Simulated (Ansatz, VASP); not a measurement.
# Ge: VASP beside Ansatz

```
Ge
1.0
     0.00000    2.78475    2.95880
     2.78475    0.00000    2.95880
     2.78475    2.78475    0.00000
Ge
2
Cartesian
  2.7848 2.7848 2.9588
  4.1771 4.1771 4.4382
```

Alike in both runs: task single point; functional PBE; k mesh 14 × 14 × 14; occupations gaussian, width 0.15 eV; no spin polarisation.

```csv
,VASP,Ansatz
version,VASP 6.6.1,Ansatz 0.2.0
potentials or method,"VASP PAW PBE potentials, release 64 (Ge_d), cutoff 520 eV","scalar-relativistic, plane waves, PAW"
valence electrons in the cell,28,28
```

```csv
,VASP,Ansatz,Ansatz less VASP
gap on the k mesh at the Fermi level (eV),none,none,-
pressure (GPa),2.6,2.7,+0.09
"traceless stress, the component that is largest in VASP (GPa)",-3.09,-3.07,+0.010
```

A gap of «none» marks a metal or a gap that the smearing closes.
